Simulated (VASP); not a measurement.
Here is a VASP 6.6.1 calculation.

INCAR

```
SYSTEM = W
PREC = Accurate
ENCUT = 520
EDIFF = 1E-6
ISMEAR = -1
SIGMA = 0.05
LREAL = .FALSE.
LASPH = .TRUE.
NELM = 60
ALGO = Normal
ISIF = 2
LWAVE = .FALSE.
LCHARG = .FALSE.
GGA = PE
NBANDS = 21
```

Contents of KPOINTS:

```
regular mesh
0
G
  19 19 10
  0 0 0
```

Contents of POSCAR:

```
W
1.0
    2.7764073753      0.0000000000      0.0000000000
   -1.3882036876      2.4044393182      0.0000000000
    0.0000000000      0.0000000000      4.9504099456
W
2
Direct
    0.3333333333      0.6666666667      0.2500000000
    0.6666666667      0.3333333333      0.7500000000
```

Potentials or basis: VASP PAW PBE potentials, release 64 (W_sv).

The run is started by

```bash
$ cat potpaw_PBE.64/W_sv/POTCAR > POTCAR
$ mpirun -np 1 vasp_std > vasp.out
```

(1) Estimate the pressure.

(2) Predict the band gap on the k mesh.

Answers

(1) 0.4 GPa.

(2) zero (bands 14 and 15 overlap by 1.74 eV).

Caveat: spin-orbit coupling is left out, which moves the levels of the heavy elements.
